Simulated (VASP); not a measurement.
## C: single point with revPBE+D4

C:

```
CELL_PARAMETERS angstrom
2.55529 0.00000 0.00000
-1.27764 2.21295 0.00000
0.00000 0.00000 12.51829
ATOMIC_POSITIONS crystal
C 0.66667 0.33333 0.35417
C 0.33333 0.66667 0.85417
C 0.66667 0.33333 0.14583
C 0.33333 0.66667 0.64583
C 0.66667 0.33333 0.47917
C 0.33333 0.66667 0.97917
C 0.66667 0.33333 0.02083
C 0.33333 0.66667 0.52083
C 0.00000 0.00000 0.81250
C 0.00000 0.00000 0.31250
C 0.00000 0.00000 0.68750
C 0.00000 0.00000 0.18750
```

```json
{
 "Program": "VASP 6.6.1",
 "Task": "single point",
 "Functional": "revPBE",
 "Dispersion": "D4",
 "Potentials or basis": "VASP PAW PBE potentials, release 64 (C)",
 "Cutoff": "520 eV",
 "k mesh": "12 × 12 × 3",
 "Occupations": "fermi-dirac, width 0.05 eV",
 "Spin": "no spin polarisation",
 "Dipole correction": "no",
 "Further INCAR settings": "ALGO = Normal; EDIFF = 1e-07; NBANDS = 36"
}
```

The pressure is -21.2 GPa. The largest force is 0.314 eV/Å, the band gap on the k mesh is 4.27 eV (least direct gap 5.21 eV) and the dispersion energy per atom is -0.481 eV.

Forces on the atoms (eV/Å):
```
C    0.000  0.000  0.284
C    0.000  0.000  0.284
C    0.000  0.000 -0.284
C    0.000  0.000 -0.284
C    0.000  0.000 -0.021
C    0.000  0.000 -0.021
C    0.000  0.000  0.021
C    0.000  0.000  0.021
C    0.000  0.000  0.314
C    0.000  0.000  0.314
C    0.000  0.000 -0.314
C    0.000  0.000 -0.314
```

Stress tensor (GPa, compression positive):
```
-23.71   0.00   0.00
  0.00 -23.71   0.00
  0.00   0.00 -16.30
```

Levels at points of the mesh, in eV from the valence-band top:
```
           k point  band 22  band 23  band 24  band 25  band 26  band 27
(0.00, 0.00, 0.00)    -0.14     0.00     0.00     5.21     5.21     5.56
(0.50, 0.00, 0.00)    -3.91    -3.51    -2.79     4.43     4.99     5.17
```

It took 110 s on 1 thread of Intel Xeon 8259CL, with other jobs on the host, peak memory 0.21 GiB.

Caveat: the stress differs along the axes, from -24 to -16 GPa; the PAW data sets were made with another functional, which shifts forces and pressure a little. Expect the measured gap to be larger: semilocal functionals such as revPBE lack the derivative discontinuity.
